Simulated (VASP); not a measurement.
# TiN (Fm-3m) in VASP: single point with PBE+D3(BJ)

Aim: the single point of TiN with PBE+D3(BJ).

Everything below comes from runs of VASP 6.6.1. Logs are shortened: lines on timing, memory, paths and dates and some standing lists are left out, and cuts for length are marked.

## Step 1: The cell of the first run

The structure is cubic, space group Fm-3m (No. 225). Conventional cell: a = 4.205 Å, b = 4.205 Å, c = 4.205 Å, α = 90.00°, β = 90.00°, γ = 90.00°. Ti (site symmetry m-3m) has 6 N at 2.10 Å within 2.8 Å. N (site symmetry m-3m) has 6 Ti at 2.10 Å within 2.8 Å.

## Step 2: Single point, PBE+D3(BJ)

The input, INCAR:

```
PREC = Accurate
ENCUT = 520
EDIFF = 1E-6
ISMEAR = 0
SIGMA = 0.1
LREAL = F
LASPH = T
NELM = 80
ALGO = Normal
ISIF = 2
LWAVE = F
LCHARG = T
GGA = PE
IVDW = 12
LELF = T
LVHAR = T
NBANDS = 16
```

The input, KPOINTS:

```
Automatic mesh
0
Gamma
  18 18 18
```

The input, POSCAR:

```
TiN
1.0
    0.0000000000      2.1027089348      2.1027089348
    2.1027089348      0.0000000000      2.1027089348
    2.1027089348      2.1027089348      0.0000000000
Ti N
1 1
Direct
    0.0000000000      0.0000000000      0.0000000000
    0.5000000000      0.5000000000      0.5000000000
```

Potentials or basis: VASP PAW PBE potentials, release 64 (Ti_sv, N).

Started as:

```
$ cat potpaw_PBE.64/Ti_sv/POTCAR potpaw_PBE.64/N/POTCAR > POTCAR
$ mpirun -np 1 vasp_std > vasp.out
```

OUTCAR:

```text
PREC = Accurate
   ENCUT = 520
   EDIFF = 1E-6
   ISMEAR = 0
   LREAL = F
   LASPH = T
   NELM = 80
   ISIF = 2
   GGA = PE
   IVDW = 12
 IVDW          = 12

 ion  position               nearest neighbor table
   1  0.000  0.000  0.000-   2 2.10   2 2.10   2 2.10   2 2.10   2 2.10   2 2.10
   2  0.500  0.500  0.500-   1 2.10   1 2.10   1 2.10   1 2.10   1 2.10   1 2.10

  LATTYP: Found a face centered cubic cell.
 ALAT       =     4.2054178696

  Lattice vectors:

 A1 = (   0.0000000000,   2.1027089348,   2.1027089348)
 A2 = (   2.1027089348,   0.0000000000,   2.1027089348)
 A3 = (   2.1027089348,   2.1027089348,   0.0000000000)

Analysis of symmetry for initial positions (statically):
=====================================================================
 Subroutine PRICEL returns:
 Original cell was already a primitive cell.

 Routine SETGRP: Setting up the symmetry group for a
 face centered cubic supercell.

 Subroutine GETGRP returns: Found 48 space group operations
 (whereof 48 operations were pure point group operations)
 out of a pool of 48 trial point group operations.

The static configuration has the point symmetry O_h .

Analysis of symmetry for dynamics (positions and initial velocities):
=====================================================================
 Subroutine PRICEL returns:
 Original cell was already a primitive cell.

 Routine SETGRP: Setting up the symmetry group for a
 face centered cubic supercell.

 Subroutine GETGRP returns: Found 48 space group operations
 (whereof 48 operations were pure point group operations)
 out of a pool of 48 trial point group operations.

The dynamic configuration has the point symmetry O_h .

 Subroutine INISYM returns: Found 48 space group operations
 (whereof 48 operations are pure point group operations),
 and found     1 'primitive' translations

----------------------------------------------------------------------------------------

                                     Primitive cell

  volume of cell :      18.5938

  direct lattice vectors                    reciprocal lattice vectors
     0.000000000  2.102708935  2.102708935    -0.237788498  0.237788498  0.237788498
     2.102708935  0.000000000  2.102708935     0.237788498 -0.237788498  0.237788498
     2.102708935  2.102708935  0.000000000     0.237788498  0.237788498 -0.237788498

  length of vectors
     2.973679493  2.973679493  2.973679493     0.411861761  0.411861761  0.411861761
[... 80 lines left out ...]
   NELM   =     80;   NELMIN=  2; NELMDL= -5     # of ELM steps
   EDIFF  = 0.1E-05   stopping-criterion for ELM
   LREAL  =      F    real-space projection
   EDIFFG = 0.1E-04   stopping-criterion for IOM
   NSW    =      0    number of steps for IOM
   IBRION =     -1    ionic relax: 0-MD 1-quasi-New 2-CG
   NFREE  =      0    steps in history (QN), initial steepest desc. (CG)
   ISIF   =      2    stress and relaxation
   ISYM   =      2    0-nonsym 1-usesym 2-fastsym
   POTIM  = 0.5000    time-step for ionic-motion
   TEBEG  =    0.0;   TEEND  =   0.0 temperature during run
   PSTRESS=    0.0 pullay stress
   NELECT =      17.0000    total number of electrons
   NUPDOWN=      -1.0000    fix difference up-down
   EMIN   =  10.00;   EMAX   =-10.00  energy-range for DOS
   EFERMI =   0.00;   METHOD = LEGACY
   ISMEAR =     0;   SIGMA  =   0.10  broadening in eV -4-tet -1-fermi 0-gaus
   EFERMI_NEDOS =   21; number of points for ismear=-14 and -15
   IALGO  =     38    algorithm
   IMIX   =      4    mixing-type and parameters
     AMIX     =   0.40;   BMIX     =  1.00
     AMIX_MAG =   1.60;   BMIX_MAG =  1.00
  volume/ion in A,a.u.               =       9.30        62.74
  Fermi-wavevector in a.u.,A,eV,Ry     =   1.588920  3.002623 34.350168  2.524666
  Thomas-Fermi vector in A             =   2.687849
   LORBIT       =      0    0 simple, 1 ext, 2 COOP (PROOUT), +10 PAW based schemes
   GGA     = PE    functional components
   LHFCALC =     F    Hartree Fock is set to
   AEXX    =    0.0000 exact exchange contribution
   IVDW    =    12    specifies the selected vdW correction
   LEPSILON=     F    determine dielectric tensor
   LRPA    =     F    only Hartree local field effects (RPA)
 non-spin polarized calculation
 Gauss-broadening in eV      SIGMA  =   0.10
  energy-cutoff  :      520.00
  volume of cell :       18.59
 maximum number of plane-waves:       531
 NGX is ok and might be reduce to    24
   NGX = 11   NGY = 11   NGZ = 11

 number of electron      16.9999998 magnetization

 Free energy of the ion-electron system (eV)
  ---------------------------------------------------
  ext. energy  EPLUGINS =         0.00000000
  ---------------------------------------------------
  free energy    TOTEN  =       -19.62166949 eV

  energy without entropy =      -19.61758503  energy(sigma->0) =      -19.61962726

 E-fermi :  11.8050     XC(G=0): -13.1631

 val. band max:       11.7717841514   @ k =  -0.1667   0.1111   0.0000
 cond. band min:      11.8111444571   @ k =   0.1111   0.0556   0.0000
 fundamental gap:      0.0393603057
 Fermi energy:        11.8050012269

 k-point     1 :       0.0000    0.0000    0.0000
  band No.  band energies     occupation
      1     -46.0308      2.00000
      2     -21.9907      2.00000
      3     -21.9907      2.00000
      4     -21.9907      2.00000
      5      -5.4605      2.00000
      6       9.7231      2.00000
[... 433 lines left out ...]
      3     -22.0430      2.00000
      4     -22.0102      2.00000
      5      -4.3756      2.00000
      6       6.2305      2.00000
[... 8 lines left out ...]
     15      24.9560      0.00000
     16      29.1730      0.00000

 [... further k-points ...]

------------------------ aborting loop because EDIFF is reached ----------------------------------------

 Edisp (eV)   -0.96160

 E8    (eV) :    -0.4060

  FORCE on cell =-STRESS in cart. coord.  units (eV):
  Direction    XX          YY          ZZ          XY          YZ          ZX
  --------------------------------------------------------------------------------------
  -------------------------------------------------------------------------------------
  Total       0.05902     0.05902     0.05902     0.00000     0.00000     0.00000
  in kB       5.08562     5.08562     5.08562     0.00000     0.00000     0.00000
  external pressure =        5.09 kB  Pullay stress =        0.00 kB

 VOLUME and BASIS-vectors are now :
 -----------------------------------------------------------------------------
  energy-cutoff  :      520.00
  volume of cell :       18.59
      direct lattice vectors                 reciprocal lattice vectors
     0.000000000  2.102708935  2.102708935    -0.237788498  0.237788498  0.237788498
     2.102708935  0.000000000  2.102708935     0.237788498 -0.237788498  0.237788498
     2.102708935  2.102708935  0.000000000     0.237788498  0.237788498 -0.237788498

 POSITION                                       TOTAL-FORCE (eV/Angst)
 -----------------------------------------------------------------------------------
      0.00000      0.00000      0.00000         0.000000      0.000000      0.000000
      2.10271      2.10271      2.10271        -0.000000     -0.000000     -0.000000
 -----------------------------------------------------------------------------------
    total drift:                                0.000000     -0.000000     -0.000000

  FREE ENERGIE OF THE ION-ELECTRON SYSTEM (eV)
  ---------------------------------------------------
  free  energy   TOTEN  =       -20.5832672358 eV

  energy  without entropy=      -20.5791827770  energy(sigma->0) =      -20.58122501
```

OSZICAR:

```text
N       E                     dE             d eps       ncg     rms          rms(c)
DAV:   1     0.134152095190E+03    0.13415E+03   -0.82630E+03  6264   0.127E+03
DAV:   2    -0.169216465020E+02   -0.15107E+03   -0.14160E+03  6912   0.350E+02
DAV:   3    -0.245869996986E+02   -0.76654E+01   -0.76068E+01  7944   0.817E+01
DAV:   4    -0.247560221660E+02   -0.16902E+00   -0.16890E+00  7528   0.116E+01
DAV:   5    -0.247595712575E+02   -0.35491E-02   -0.35491E-02  7496   0.149E+00    0.188E+01
DAV:   6    -0.199689540459E+02    0.47906E+01   -0.12722E+01  8208   0.540E+01    0.689E+00
DAV:   7    -0.196548285472E+02    0.31413E+00   -0.15680E+00  7312   0.157E+01    0.515E+00
DAV:   8    -0.198422925472E+02   -0.18746E+00   -0.94025E-01  8776   0.144E+01    0.592E+00
DAV:   9    -0.196312622872E+02    0.21103E+00   -0.28689E-01  7264   0.839E+00    0.159E+00
DAV:  10    -0.196243576575E+02    0.69046E-02   -0.31704E-02  7752   0.204E+00    0.375E-01
DAV:  11    -0.196216928670E+02    0.26648E-02   -0.44603E-03  8864   0.768E-01    0.153E-01
DAV:  12    -0.196216873769E+02    0.54902E-05   -0.37327E-04  6776   0.183E-01    0.568E-02
DAV:  13    -0.196216736708E+02    0.13706E-04   -0.98479E-05  7504   0.153E-01    0.183E-02
DAV:  14    -0.196216697494E+02    0.39213E-05   -0.79895E-06  7672   0.352E-02    0.885E-03
DAV:  15    -0.196216694898E+02    0.25962E-06   -0.14837E-06  6064   0.882E-03
   1 F= -.20583267E+02 E0= -.20581225E+02  d E =-.408446E-02
```

It took 75 s on 1 thread of Intel Xeon 8259CL, shared host; peak memory 0.19 GiB.

What came out:

```yaml
Free_energy: -20.5833 eV
Pressure: 0.5 GPa
Band_gap_on_the_k_mesh: zero (an odd number of electrons rules out a gap without spin polarisation)
Dispersion_energy_per_atom: -0.481 eV
```

Levels at points of the mesh, in eV from the Fermi level:
| k point | band 5 | band 6 | band 7 | band 8 | band 9 | band 10 | band 11 | band 12 | band 13 | band 14 |
| --- | --- | --- | --- | --- | --- | --- | --- | --- | --- | --- |
| (0.00, 0.00, 0.00) | -17.27 | -2.08 | -2.08 | -2.08 | -0.64 | -0.64 | -0.64 | 0.60 | 0.60 | 5.70 |
| (0.50, 0.00, 0.00) | -14.69 | -8.25 | -5.62 | -5.62 | 1.75 | 1.75 | 2.45 | 5.93 | 5.93 | 6.19 |
| (0.50, 0.50, 0.00) | -15.84 | -5.90 | -3.27 | -3.27 | -3.18 | 1.70 | 2.48 | 2.48 | 3.79 | 10.97 |
